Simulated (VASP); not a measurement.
# Br in VASP: further runs, part 2 of 2

VASP 6.6.1. The steps go on from the part before.

## (4) Relaxation of cell and atoms, PBE+D3(BJ)

This run uses another cell than the first one, of 33.99 Å³/atom, 0.846 times its volume.

The input, INCAR:

```
PREC = Accurate ; ENCUT = 600
EDIFF = 1E-6 ; ISMEAR = -1
SIGMA = 0.05 ; LREAL = F
LASPH = T ; NELM = 60
ALGO = Normal ; ISIF = 3
LWAVE = F ; LCHARG = F
GGA = PE ; IVDW = 12
IBRION = 2 ; NSW = 60
EDIFFG = -0.01
```

The input, KPOINTS:

```
Automatic mesh
0
Gamma
  7 7 3
```

The input, POSCAR:

```
Br
1.0
    3.3632500000     -2.3225500000      0.0000000000
    3.3632500000      2.3225500000      0.0000000000
    0.0000000000      0.0000000000      8.7023000000
Br
4
Direct
    0.3651000000      0.6349000000      0.3901000000
    0.1349000000      0.8651000000      0.8901000000
    0.6349000000      0.3651000000      0.6099000000
    0.8651000000      0.1349000000      0.1099000000
```

Potentials or basis: VASP PAW PBE potentials, release 64 (Br).

Started as:

```
$ cat potpaw_PBE.64/Br/POTCAR > POTCAR
$ mpirun -np 1 vasp_std > vasp.out
```

OUTCAR:

```text
PREC = Accurate
   ENCUT = 600
   EDIFF = 1E-6
   ISMEAR = -1
   LREAL = F
   LASPH = T
   NELM = 60
   ISIF = 3
   GGA = PE
   IVDW = 12
   IBRION = 2
   NSW = 60
   EDIFFG = -0.01
 IVDW          = 12

 ion  position               nearest neighbor table
   1  0.365  0.635  0.390-   3 2.29
   2  0.135  0.865  0.890-   4 2.29
   3  0.635  0.365  0.610-   1 2.29
   4  0.865  0.135  0.110-   2 2.29

  LATTYP: Found a base centered orthorhombic cell.
 ALAT       =     4.6451000000
 B/A-ratio  =     1.4480850789
 C/A-ratio  =     1.8734365245

  Lattice vectors:

 A1 = (  -3.3632500000,  -2.3225500000,   0.0000000000)
 A2 = (   3.3632500000,  -2.3225500000,   0.0000000000)
 A3 = (   0.0000000000,   0.0000000000,   8.7023000000)

Analysis of symmetry for initial positions (statically):
=====================================================================
 Subroutine PRICEL returns:
 Original cell was already a primitive cell.

 Routine SETGRP: Setting up the symmetry group for a
 base centered orthorhombic supercell.

 Subroutine GETGRP returns: Found  8 space group operations
 (whereof  4 operations were pure point group operations)
 out of a pool of  8 trial point group operations.

The static configuration has the point symmetry C_2h.
 The point group associated with its full space group is D_2h.

Analysis of symmetry for dynamics (positions and initial velocities):
=====================================================================
 Subroutine PRICEL returns:
 Original cell was already a primitive cell.

 Routine SETGRP: Setting up the symmetry group for a
 base centered orthorhombic supercell.

 Subroutine GETGRP returns: Found  8 space group operations
 (whereof  4 operations were pure point group operations)
 out of a pool of  8 trial point group operations.

The dynamic configuration has the point symmetry C_2h.
 The point group associated with its full space group is D_2h.

 Subroutine INISYM returns: Found  8 space group operations
 (whereof  4 operations are pure point group operations),
 and found     1 'primitive' translations

[... 115 lines left out ...]
   IALGO  =     38    algorithm
   IMIX   =      4    mixing-type and parameters
     AMIX     =   0.40;   BMIX     =  1.00
     AMIX_MAG =   1.60;   BMIX_MAG =  1.00
  volume/ion in A,a.u.               =      33.99       229.36
  Fermi-wavevector in a.u.,A,eV,Ry     =   0.966788  1.826965 12.717090  0.934680
  Thomas-Fermi vector in A             =   2.096619
   LORBIT       =      0    0 simple, 1 ext, 2 COOP (PROOUT), +10 PAW based schemes
   GGA     = PE    functional components
   LHFCALC =     F    Hartree Fock is set to
   AEXX    =    0.0000 exact exchange contribution
   IVDW    =    12    specifies the selected vdW correction
   LEPSILON=     F    determine dielectric tensor
   LRPA    =     F    only Hartree local field effects (RPA)
 conjugate gradient relaxation of ions
 non-spin polarized calculation
  energy-cutoff  :      600.00
  volume of cell :      135.95
 maximum number of plane-waves:      4552
 NGX is ok and might be reduce to    36
   NGX = 17   NGY = 17   NGZ = 35

--------------------------------------- Ionic step        1  -------------------------------------------

 number of electron      28.0000004 magnetization

 Free energy of the ion-electron system (eV)
  ---------------------------------------------------
  ext. energy  EPLUGINS =         0.00000000
  ---------------------------------------------------
  free energy    TOTEN  =        -6.37264487 eV

  energy without entropy =       -6.37264486  energy(sigma->0) =       -6.37264486

------------------------ aborting loop because EDIFF is reached ----------------------------------------

 Edisp (eV)   -0.83897

 E8    (eV) :    -0.3319
[... 111 lines left out ...]
  FREE ENERGIE OF THE ION-ELECTRON SYSTEM (eV)
  ---------------------------------------------------
  free  energy   TOTEN  =        -7.2581892918 eV

  energy  without entropy=       -7.2581892584  energy(sigma->0) =       -7.25818928

[... ionic steps 4 to 18 ...]

--------------------------------------- Ionic step       19  -------------------------------------------

 number of electron      27.9999999 magnetization

------------------------ aborting loop because EDIFF is reached ----------------------------------------
[... 79 lines left out ...]
--------------------------------------- Ionic step       21  -------------------------------------------

 number of electron      27.9999999 magnetization

 Free energy of the ion-electron system (eV)
  ---------------------------------------------------
  ext. energy  EPLUGINS =         0.00000000
  ---------------------------------------------------
  free energy    TOTEN  =        -6.46661842 eV

  energy without entropy =       -6.46661815  energy(sigma->0) =       -6.46661828

 E-fermi :   1.0194     XC(G=0):  -8.2753

 val. band max:        0.3890953260   @ k =   0.0000   0.0000   0.0000
 cond. band min:       1.7226057514   @ k =   0.4286   0.4286   0.0000
 fundamental gap:      1.3335104254
 Fermi energy:         1.0194128130

 k-point     1 :       0.0000    0.0000    0.0000
  band No.  band energies     occupation
      1     -15.5295      2.00000
      2     -14.8521      2.00000
      3     -13.4063      2.00000
      4     -12.1711      2.00000
      5      -4.7253      2.00000
      6      -3.2114      2.00000
[... 481 lines left out ...]
      5      -4.5673      2.00000
      6      -4.4358      2.00000
[... 10 lines left out ...]
     17       7.7976      0.00000
     18       8.1409      0.00000

 [... further k-points ...]

------------------------ aborting loop because EDIFF is reached ----------------------------------------

 Edisp (eV)   -0.92517

 E8    (eV) :    -0.3664
[... 27 lines left out ...]
  FREE ENERGIE OF THE ION-ELECTRON SYSTEM (eV)
  ---------------------------------------------------
  free  energy   TOTEN  =        -7.3917872853 eV

  energy  without entropy=       -7.3917870107  energy(sigma->0) =       -7.39178715

 reached required accuracy - stopping structural energy minimisation
```

It took 26 min on 1 thread of Oxide Virtual Turin-like, shared host; peak memory 0.31 GiB.

What came out:

```
Free energy                            : -7.3918 eV
Relaxed volume                         : 31.13 Å³/atom
Relaxed cell                           : a = 4.067 Å, b = 4.067 Å, c = 8.577 Å, α = 90.00°, β = 90.00°, γ = 61.37°
Space group after relaxing (to 0.05 Å) : Cmce (No. 64)
Energy gained by relaxing              : 45.0 meV/atom
Ionic steps                            : 21
Pressure after relaxing                : 0.0 GPa
Largest force after relaxing           : 0.006 eV/Å
Band gap on the k mesh                 : 1.33 eV, indirect (least direct gap 1.37 eV)
Dispersion energy per atom             : -0.231 eV
```

Forces on the atoms (eV/Å):
```
Br   0.000 -0.003 -0.006
Br   0.000  0.003 -0.006
Br   0.000  0.003  0.006
Br   0.000 -0.003  0.006
```

Step by step:
```tsv
step	energy change (eV)	largest force (eV/Å)	pressure (GPa)	volume (Å³)
1	0.0000	0.8933	0.68	135.95
2	-0.0132	0.3840	-2.10	138.79
3	-0.0466	0.1520	-0.93	137.43
4	-0.0802	0.1489	-0.80	134.43
5	-0.1487	0.1585	0.09	125.62
6	-0.1501	0.1868	0.79	121.79
7	-0.1526	0.1697	0.45	123.55
8	-0.1556	0.2638	-0.36	123.28
9	-0.1590	0.1340	-0.03	123.40
10	-0.1673	0.1151	0.04	123.13
11	-0.1770	0.0472	0.38	122.16
12	-0.1723	0.1802	-0.59	124.82
13	-0.1786	0.0726	0.04	123.05
14	-0.1797	0.0132	0.11	123.58
15	-0.1797	0.0138	0.11	123.58
16	-0.1796	0.0387	-0.16	124.56
17	-0.1799	0.0183	-0.01	124.00
18	-0.1800	0.0136	0.00	124.14
19	-0.1801	0.0176	0.02	124.40
20	-0.1801	0.0102	-0.07	124.64
21	-0.1802	0.0062	-0.03	124.52
```

Final structure:
```
CELL_PARAMETERS angstrom
3.49738 -2.07536 0.00000
3.49738 2.07536 0.00000
0.00000 0.00000 8.57748
ATOMIC_POSITIONS crystal
Br 0.34874 0.65126 0.38097
Br 0.15126 0.84874 0.88097
Br 0.65126 0.34874 0.61903
Br 0.84874 0.15126 0.11903
```

A k mesh can miss the band edges. PBE gaps usually lie below the measured ones, often by a third to a half.

## (5) Single point, PBEsol (atoms moved at random)

The input, INCAR:

```
SYSTEM = Br
PREC     = Accurate       ! precision mode
ENCUT    = 520            ! plane-wave cutoff, eV
EDIFF    = 1E-6           ! SCF threshold, eV
ISMEAR   = -1             ! smearing method
SIGMA    = 0.05           ! smearing width, eV
LREAL    = .FALSE.        ! projectors in reciprocal space
LASPH    = .TRUE.         ! aspherical terms in the spheres
NELM     = 100            ! most SCF steps
ALGO     = Normal         ! electronic algorithm
ISIF     = 2              ! what is computed and relaxed
LWAVE    = .FALSE.        ! write WAVECAR
LCHARG   = .FALSE.        ! write CHGCAR
GGA      = PS             ! functional
NBANDS   = 22             ! bands
```

The input, KPOINTS:

```
regular mesh
0
G
  7 7 3
  0 0 0
```

The input, POSCAR:

```
Br
1.0
    3.3632500000     -2.3225500000      0.0000000000
    3.3632500000      2.3225500000      0.0000000000
    0.0000000000      0.0000000000      8.7023000000
Br
4
Direct
    0.3621020000      0.6445660000      0.3855480000
    0.1382910000      0.8654850000      0.8867080000
    0.6266160000      0.3541320000      0.6135070000
    0.8622700000      0.1297720000      0.1018520000
```

Started as:

```
$ cat potpaw_PBE.64/Br/POTCAR > POTCAR
$ mpirun -np 1 vasp_std > vasp.out
```

Run time: 4 min. Hardware: 1 thread of Oxide Virtual Turin-like, shared host; peak memory 0.29 GiB.

Results (log left out):

```
Free energy            : -7.1351 eV
Pressure               : -0.3 GPa
Largest force          : 1.286 eV/Å
Band gap on the k mesh : 1.65 eV, indirect (least direct gap 1.71 eV)
```

Forces on the atoms (eV/Å):
```
Br  -0.060 -0.156  0.119
Br  -0.024 -0.592 -1.119
Br   0.069  0.163 -0.145
Br   0.015  0.585  1.145
```

Stress tensor (GPa, compression positive):
```
 0.06 -0.05  0.00
-0.05 -0.92  1.94
 0.00  1.94 -0.09
```

Levels at points of the mesh, in eV from the valence-band top:
```csv
k point,band 11,band 12,band 13,band 14,band 15,band 16,band 17,band 18
"(0.00, 0.00, 0.00)",-0.98,-0.38,-0.11,-0.03,1.68,2.55,5.79,6.58
```

Caveat: the cell differs from its parent crystal (atoms moved at random); the PAW data sets were made with another functional, which shifts forces and pressure a little. A k mesh can miss the band edges.

## (6) Overview

| task | level | cell | cutoff (eV) | gap on the mesh (eV) | pressure (GPa) | relaxed volume (Å³/atom) | largest force (eV/Å) |
| --- | --- | --- | --- | --- | --- | --- | --- |
| single point | PBE | a = 4.819, b = 4.819, c = 8.711 Å, angles 90.0, 90.0, 52.6°, 4 atoms | 520 | 1.37 | 0.0 | - | 0.01 |
| relaxation of cell and atoms | PBE | relaxed from a = 4.087, b = 4.087, c = 8.702 Å, angles 90.0, 90.0, 69.3°, 4 atoms | 600 | 1.36 | 0.0 | 39.11 | - |
| relaxation of cell and atoms | PBE+D3(BJ) | relaxed from a = 4.087, b = 4.087, c = 8.702 Å, angles 90.0, 90.0, 69.3°, 4 atoms | 600 | 1.33 | 0.0 | 31.13 | 0.01 |
| single point | PBEsol | a = 4.087, b = 4.087, c = 8.702 Å, angles 90.0, 90.0, 69.3°, 4 atoms | 520 | 1.65 | -0.3 | - | 1.29 |

Alike in all rows: potentials or basis VASP PAW PBE potentials, release 64 (Br); no spin polarisation; k mesh 7 × 7 × 3; smearing fermi-dirac 0.05 eV.

Caveats: the volume moved by over 15 % at a fixed basis, so the end points are rough (some runs); the volume moved by +15 % from the deposited cell, more than functionals usually miss (some runs); the PAW data sets were made with another functional, which shifts forces and pressure a little (some runs).

Absolute energies hang on the potentials; compare differences alone.
